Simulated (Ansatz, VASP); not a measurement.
# Fe in VASP and in Ansatz

```
CELL_PARAMETERS angstrom
-1.40345 1.40345 1.40345
1.40345 -1.40345 1.40345
1.40345 1.40345 -1.40345
ATOMIC_POSITIONS crystal
Fe 0.00000 0.00000 0.00000
```

Alike in both runs: task single point; functional RPBE; k mesh 11 × 11 × 11; occupations fermi-dirac, width 0.2 eV; collinear spin.

|  | VASP | Ansatz |
| --- | --- | --- |
| version | VASP 6.6.1 | Ansatz 0.2.0 |
| potentials or method | VASP PAW PBE potentials, release 64 (Fe) | plane waves, norm-conserving potentials |
| plane-wave cutoff (eV) | 600 | 1225 |
| valence electrons in the cell | 8 | 16 |

Ansatz gave:

```
gap on the k mesh at the Fermi level (eV)                     : none
net moment per atom (μB)                                      : 2.13
size of the moment on the site where the two differ most (μB) : 2.17
```

What did VASP give for the same quantities?

gap on the k mesh at the Fermi level (eV): none; net moment per atom (μB): 2.15; size of the moment on the site where the two differ most (μB): 2.14.

VASP's potentials were made for PBE, not for RPBE. Site moments also hang on the region over which each program counts them. A gap of «none» marks a metal or a gap that the smearing closes. VASP's potentials hold 8 valence electrons a cell and Ansatz's 16, so a difference there can come from the potentials and not from the codes. Ansatz's warnings: moment headroom below auto.
